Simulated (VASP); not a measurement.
**TaN (CsCl type): relaxation of cell and atoms with PBE**

The system is TaN (CsCl type).

```
Ta N
1.0
     2.68152    0.00000    0.00000
     0.00000    2.68152    0.00000
     0.00000    0.00000    2.68152
Ta N
1 1
Direct
  0.00000 0.00000 0.00000
  0.50000 0.50000 0.50000
```

```json
{
  "Program": "VASP 6.6.1",
  "Task": "relaxation of cell and atoms",
  "Functional": "PBE",
  "Potentials or basis": "VASP PAW PBE potentials, release 64 (Ta_pv, N)",
  "Cutoff": "600 eV",
  "k mesh": "14 × 14 × 14",
  "Occupations": "fermi-dirac, width 0.08 eV",
  "Spin": "no spin polarisation",
  "Target pressure": "28 GPa",
  "Dipole correction": "no",
  "Further INCAR settings": "ALGO = Normal; EDIFF = 1e-07; IBRION = 2; EDIFFG = -0.005; NSW = 32; ISIF = 3"
}
```

The relaxed volume is 9.66 Å³/atom. The relaxed cell is a = 2.684 Å, b = 2.684 Å, c = 2.684 Å, α = 90.00°, β = 90.00°, γ = 90.00° and the space group after relaxing (to 0.1 Å) is Pm-3m (No. 221). The energy change on relaxing (the run minimises the enthalpy) is -4.0 meV/atom. The ionic steps are 3 and the pressure after relaxing is 28.0 GPa. The band gap on the k mesh is zero (bands 8 and 9 overlap by 9.53 eV).

Step by step:
```tsv
step	energy change (eV)	largest force (eV/Å)	pressure (GPa)	volume (Å³)
1	0.0000	0.0000	29.02	19.28
2	-0.0290	0.0000	25.22	19.45
3	-0.0079	0.0000	28.01	19.33
```

Final structure:
```
Ta N
1.0
     2.68358    0.00000    0.00000
     0.00000    2.68358    0.00000
     0.00000    0.00000    2.68358
Ta N
1 1
Direct
  0.00000 0.00000 0.00000
  0.50000 0.50000 0.50000
```

Levels at points of the mesh, in eV from the Fermi level:
| k point | band 5 | band 6 | band 7 | band 8 | band 9 | band 10 | band 11 | band 12 |
| --- | --- | --- | --- | --- | --- | --- | --- | --- |
| (0.00, 0.00, 0.00) | -5.30 | -5.30 | -2.92 | -2.92 | -2.92 | 3.08 | 4.19 | 4.19 |
| (0.50, 0.00, 0.00) | -10.58 | -5.04 | -5.04 | -3.98 | 4.14 | 4.85 | 5.63 | 5.63 |
| (0.50, 0.50, 0.00) | -6.26 | -6.26 | -3.97 | -2.29 | 0.65 | 0.65 | 0.97 | 7.41 |
| (0.50, 0.50, 0.50) | -9.81 | -9.81 | -9.81 | 6.61 | 6.61 | 6.61 | 7.74 | 7.74 |

Run time: 50 s on 1 thread of Intel Xeon 8259CL, with other jobs on the host, peak memory 0.17 GiB.

Caveat: the cell is relaxed towards a set pressure, so the run minimises the enthalpy, not the energy; spin-orbit coupling is left out, which moves the levels of the heavy elements.
